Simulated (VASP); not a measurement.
The system is BiB.

```xyz
2
Lattice="0.1407 2.7244 2.7244 2.7244 0.1407 2.7244 2.7244 2.7244 0.1407" Properties=species:S:1:pos:R:3 pbc="T T T"
B     0.0181    0.0181    0.0181
Bi    1.3793    1.3793    1.3793
```

This cell differs from its parent crystal: epitaxial 111 strain -5.9%.

Base run:

| Item | Value |
| --- | --- |
| Program | VASP 6.6.1 |
| Functional | PBE |
| Potentials or basis | VASP PAW PBE potentials, release 64 (B, Bi_d) |
| Cutoff | 500 eV |
| k mesh | 8 × 8 × 8 |
| Occupations | fermi-dirac, width 0.02 eV |
| Spin | no spin polarisation |

Its results: band gap on the k mesh 0.12 eV (least direct gap 0.29 eV); pressure 11.8 GPa; largest force 0.034 eV/Å.

The run is repeated on the same cell with these changes: functional from PBE to r2SCAN; cutoff from 500 eV to 520 eV. What comes out?

Band gap on the k mesh 0.23 eV (least direct gap 0.38 eV); pressure 10.6 GPa; largest force 0.012 eV/Å.

Caveats: the cell stands under pressure; spin-orbit coupling is left out, which moves the levels of the heavy elements; the PAW data sets were made with another functional, which shifts forces and pressure a little (at least some runs).

A k mesh can miss the band edges.
